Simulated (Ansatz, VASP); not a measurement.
## AlN in VASP and in Ansatz

Contents of INCAR:

```
SYSTEM = AlN
PREC = Accurate
ENCUT = 520
EDIFF = 1E-7
ISMEAR = 0
SIGMA = 0.01
LREAL = .FALSE.
LASPH = .TRUE.
NELM = 80
ALGO = Normal
ISIF = 2
LWAVE = .FALSE.
LCHARG = .FALSE.
GGA = PE
NBANDS = 16
```

KPOINTS

```
regular mesh
0
G
  9 9 6
  0 0 0
```

The input POSCAR:

```
AlN
1.0
    3.1297670776      0.0000000000      0.0000000000
   -1.5648835388      2.7104577972      0.0000000000
    0.0000000000      0.0000000000      5.0173090473
Al N
2 2
Direct
    0.3333333333      0.6666666667     -0.0264239179
    0.6666666667      0.3333333333      0.4735760821
    0.3333333333      0.6666666667      0.4084239179
    0.6666666667      0.3333333333      0.9084239179
```

Input for Ansatz:

```yaml
crystal:
  lattice:
    - [3.1297670776, 0.0, 0.0]
    - [-1.5648835388, 2.7104577972, 0.0]
    - [0.0, 0.0, 5.0173090473]
  atoms:
    - { symbol: Al, position: [0.3333333333, 0.6666666667, -0.0264239179] }
    - { symbol: Al, position: [0.6666666667, 0.3333333333, 0.4735760821] }
    - { symbol: "N", position: [0.3333333333, 0.6666666667, 0.4084239179] }
    - { symbol: "N", position: [0.6666666667, 0.3333333333, 0.9084239179] }
basis:
  ecutwfc: 420
  xc_grid: 2
kpoints:
  mp_grid: { grid: [9, 9, 6] }
hamiltonian:
  xc: pbe
  pseudopotentials: { kind: paw, azcp: { folder: soft_1 } }
scf:
  occupations: { method: fixed }
output:
  forces: true
  stress: true
  eigenvalues: true
  polarization: {}
```

Change from the starting cell: polar distortion scaled by 0.55.

Alike in both runs: task single point; functional PBE; k mesh 9 × 9 × 6; no spin polarisation.

|  | VASP | Ansatz |
| --- | --- | --- |
| version | VASP 6.6.1 | Ansatz 0.2.0 |
| potentials or method | VASP PAW PBE potentials, release 64 (Al, N), cutoff 520 eV | scalar-relativistic, plane waves, PAW |
| occupations | gaussian, width 0.01 eV | fixed |
| valence electrons in the cell | 16 | 16 |

```csv
,VASP,Ansatz,Ansatz less VASP
gap on the k mesh at the Fermi level (eV),3.20,3.19,-0.010
least direct gap on the mesh (eV),3.20,3.19,-0.010
pressure (GPa),3.7,3.8,+0.17
"traceless stress, the component that is largest in VASP (GPa)",-13.39,-13.40,-0.012
rms of the force components (eV/Å),0.760,0.758,-0.0018
```

Atom by atom the forces differ by 0.002 eV/Å (rms over components).
